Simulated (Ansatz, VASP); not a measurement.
# Two plane-wave programs on Se

Contents of INCAR:

```
SYSTEM = Se
ALGO     = Normal         ! electronic algorithm
EDIFF    = 1E-7           ! SCF threshold, eV
EDIFFG   = -0.01          ! ionic threshold
ENCUT    = 600            ! plane-wave cutoff, eV
GGA      = PS             ! functional
IBRION   = 2              ! ionic algorithm
ISIF     = 3              ! what is computed and relaxed
ISMEAR   = 0              ! smearing method
LASPH    = .True.         ! aspherical terms in the spheres
LCHARG   = .False.        ! write CHGCAR
LREAL    = .False.        ! projectors in reciprocal space
LWAVE    = .False.        ! write WAVECAR
NELM     = 80             ! most SCF steps
NSW      = 100            ! ionic steps
PREC     = Accurate       ! precision mode
SIGMA    = 0.1            ! smearing width, eV
```

File KPOINTS:

```
k-points
0
Gamma
  12 12 10
  0 0 0
```

Contents of POSCAR:

```
Se
1.0
    4.5923645101      0.0000000000      0.0000000000
   -2.2961822551      3.9771043292      0.0000000000
    0.0000000000      0.0000000000      5.2745125969
Se
4
Direct
    0.0000000000      0.0000000000      0.2500000000
    0.0000000000      0.0000000000      0.7500000000
    0.3333333333      0.6666666667      0.7500000000
    0.6666666667      0.3333333333      0.2500000000
```

Input for Ansatz:

```yaml
crystal:
  lattice:
    - [4.5923645101, 0.0, 0.0]
    - [-2.2961822551, 3.9771043292, 0.0]
    - [0.0, 0.0, 5.2745125969]
  atoms:
    - { symbol: Se, position: [0.0, 0.0, 0.25] }
    - { symbol: Se, position: [0.0, 0.0, 0.75] }
    - { symbol: Se, position: [0.3333333333, 0.6666666667, 0.75] }
    - { symbol: Se, position: [0.6666666667, 0.3333333333, 0.25] }
basis:
  ecutwfc: 420
kpoints:
  mp_grid: { grid: [12, 12, 10] }
hamiltonian:
  xc: pbesol
scf:
  occupations: { method: gaussian, width: 0.1 }
output:
  forces: true
  stress: true
  eigenvalues: true
relax:
  adjacent_minimum: "off"
  f_tol: 0.01
  max_steps: 80
  cell: { stress_tol: 0.05 }
```

Alike in both runs: task relaxation of cell and atoms; functional PBEsol; k mesh 12 × 12 × 10; occupations gaussian, width 0.1 eV; no spin polarisation.

```csv
,VASP,Ansatz
version,VASP 6.6.1,Ansatz 0.2.0
potentials or method,"VASP PAW PBE potentials, release 64 (Se), cutoff 600 eV","scalar-relativistic, plane waves, PAW"
valence electrons in the cell,24,64
```

```csv
,VASP,Ansatz,Ansatz less VASP
"gap on the k mesh at the Fermi level, each at its own relaxed structure (eV)",none,none,-
relaxed volume (Å³/atom),24.35,24.31,-0.035
relaxed cell length with the largest relative difference (Å),4.554,4.551,-0.0027
```

VASP's potentials were made for PBE, not for PBEsol. A gap of «none» marks a metal or a gap that the smearing closes. VASP's potentials hold 24 valence electrons a cell and Ansatz's 64, so a difference there can come from the potentials and not from the codes.

Noted on VASP's run: too few bands were computed for a metal, which touches its energy and stress.
